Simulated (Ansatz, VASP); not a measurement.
## Two plane-wave programs on Ni

INCAR

```
PREC = Accurate ; ENCUT = 600
EDIFF = 1E-6 ; ISMEAR = -1
SIGMA = 0.05 ; LREAL = F
LASPH = T ; NELM = 200
ALGO = Normal ; ISIF = 2
LWAVE = F ; LCHARG = F
ISPIN = 2 ; MAGMOM = 0.592
LORBIT = 11 ; LMAXMIX = 4
GGA = PE ; NBANDS = 15
GGA_COMPAT = F
```

File KPOINTS:

```
regular mesh
0
Gamma
  18 18 18
```

The input POSCAR:

```
Ni
1.0
   -1.4187581505      1.4187581505      1.4187581505
    1.4187581505     -1.4187581505      1.4187581505
    1.4187581505      1.4187581505     -1.4187581505
Ni
1
Direct
    0.0000000000      0.0000000000      0.0000000000
```

Input for Ansatz:

```yaml
crystal:
  lattice:
    - [-1.4187581505, 1.4187581505, 1.4187581505]
    - [1.4187581505, -1.4187581505, 1.4187581505]
    - [1.4187581505, 1.4187581505, -1.4187581505]
  atoms:
    - { symbol: Ni, position: [0.0, 0.0, 0.0], spin: 0.592 }
hamiltonian:
  xc: pbe
  pseudopotentials:
    kind: paw
    azcp:
      Ni: "pseudopotentials/Ni.paw.azcp"
basis:
  ecutwfc: 420
  fft_grid_basis: typed
kpoints:
  mp_grid: { grid: [18, 18, 18], shift: [0, 0, 0] }
magnetization:
  spin_polarized: true
scf:
  occupations: { method: fermi_dirac, width: 0.05 }
  lower_state_search: "off"
output:
  stress: true
  write_density: true
  write_potential: true
  elf: true
  volumetric_format: npy
```

Alike in both runs: task single point; functional PBE; k mesh 18 × 18 × 18; occupations fermi-dirac, width 0.05 eV; collinear spin.

|  | VASP | Ansatz |
| --- | --- | --- |
| version | VASP 6.6.1 | Ansatz 0.2.0 |
| potentials or method | VASP PAW PBE potentials, release 64 (Ni), cutoff 600 eV | plane waves (420 eV) with PAW, scalar-relativistic |
| valence electrons in the cell | 10 | 18 |

|  | VASP | Ansatz | Ansatz less VASP |
| --- | --- | --- | --- |
| pressure (GPa) | -6.8 | -6.7 | +0.08 |
| net moment per atom (μB) | 0.58 | 0.58 | +0.007 |
| size of the moment on the site where the two differ most (μB) | 0.59 | 0.62 | +0.029 |

Site moments also hang on the region over which each program counts them. VASP's potentials hold 10 valence electrons a cell and Ansatz's 18, so a difference there can come from the potentials and not from the codes.
